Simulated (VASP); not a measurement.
# C19O: single point with PBE

C19O, a slab with vacuum:

```xyz
20
Lattice="7.3980 0.0000 0.0000 -3.6990 6.4069 0.0000 0.0000 0.0000 13.0000" Properties=species:S:1:pos:R:3 pbc="T T T"
C    -0.0029   -0.0097    0.8003
C     1.2452    0.7109    0.7996
C    -1.2281    2.1387    0.8004
C    -0.0030    2.8460    0.8003
C    -2.4538    4.2610    0.8005
C    -1.2280    4.9689    0.8002
C     2.4709    0.0033    0.7993
C     3.6958    0.7104    0.7997
C     1.2452    2.1252    0.7999
C     2.4709    2.8330    0.8001
C    -0.0031    4.2615    0.8002
C     1.2452    4.9821    0.8003
C     4.9441   -0.0102    0.8002
C     6.1700    0.6974    0.8002
C     3.6959    2.1257    0.8002
C     4.9441    2.8464    0.8004
C     2.4709    4.2744    0.8005
C     3.6959    4.9818    0.8006
C    -2.1428    5.3319    4.5243
O    -2.2261    4.3899    5.1527
```

```
Program                : VASP 6.6.1
Task                   : single point
Functional             : PBE
Potentials or basis    : VASP PAW PBE potentials, release 64 (C, O)
Cutoff                 : 520 eV
k mesh                 : 2 × 2 × 1
Occupations            : gaussian, width 0.05 eV
Spin                   : no spin polarisation
Dipole correction      : no
Further INCAR settings : LREAL = Auto; ALGO = Normal; EDIFF = 1e-06; NBANDS = 57
```

```json
{
  "Largest force": "0.926 eV/Å",
  "Band gap on the k mesh": "0.22 eV"
}
```

Forces in eV/Å, atoms in the order of the input:
```
C    0.015  0.011 -0.001
C   -0.008 -0.004 -0.002
C    0.002 -0.006 -0.001
C    0.004 -0.002  0.000
C   -0.003  0.013 -0.002
C    0.000  0.005 -0.002
C   -0.002 -0.012  0.000
C    0.009 -0.001 -0.001
C   -0.006  0.008  0.002
C   -0.002  0.006  0.000
C    0.006  0.003  0.002
C   -0.002 -0.008  0.000
C   -0.010 -0.002 -0.002
C   -0.004  0.006  0.001
C    0.009  0.007 -0.006
C   -0.004 -0.006  0.005
C   -0.006 -0.014  0.000
C    0.008 -0.002  0.001
C    0.064  0.767 -0.506
O   -0.066 -0.770  0.511
```

Levels at points of the mesh, in eV from the valence-band top:
```tsv
k point	band 39	band 40	band 41	band 42	band 43	band 44
(0.00, 0.00, 0.00)	-2.93	0.00	0.00	0.22	0.22	2.24
(0.50, 0.00, 0.00)	-2.52	-2.52	-2.25	1.78	2.21	2.26
(0.00, 0.50, 0.00)	-2.52	-2.52	-2.25	1.78	2.25	2.26
(0.50, 0.50, 0.00)	-2.52	-2.52	-2.25	1.78	2.21	2.24
```

Run time: 3.3 min on 1 thread of AMD EPYC 9R45 96-Core Processor (Zen 5) (shared host), peak memory 0.59 GiB.

Caveat: the k points lie up to 0.49 Å⁻¹ apart.
